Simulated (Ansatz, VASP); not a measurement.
MgS: VASP beside Ansatz

```xyz
4
Lattice="2.8486 2.8486 0.0000 -2.8486 2.8486 0.0000 0.0604 0.0604 5.6972" Properties=species:S:1:pos:R:3 pbc="T T T"
Mg    0.0055    0.0055   -0.0001
Mg    0.0358    2.8844    2.8485
S     1.4339    1.4339    1.4245
S    -1.3845    1.4641    4.2731
```

Change from the starting cell: shear of c along a, cell held, atoms relaxed: +1.5 %.

Alike in both runs: functional PBE; k mesh 6 × 6 × 4; occupations gaussian, width 0.02 eV; no spin polarisation.

Ansatz relaxed the structure, and its values are those at the end. VASP's run is a single point on that final structure, the one shown.

```csv
,VASP,Ansatz
version,VASP 6.6.1,Ansatz 0.2.0
potentials or method,"VASP PAW PBE potentials, release 64 (Mg, S), cutoff 520 eV","scalar-relativistic, plane waves, PAW"
valence electrons in the cell,16,32
```

```tsv
	VASP	Ansatz	Ansatz less VASP
gap on the k mesh at the Fermi level (eV)	3.32	3.33	+0.008
least direct gap on the mesh (eV)	3.32	3.33	+0.008
pressure (GPa)	-0.1	0.0	+0.15
```

VASP's potentials hold 16 valence electrons a cell and Ansatz's 32, so a difference there can come from the potentials and not from the codes. Ansatz's warnings: stress scf threshold loose.
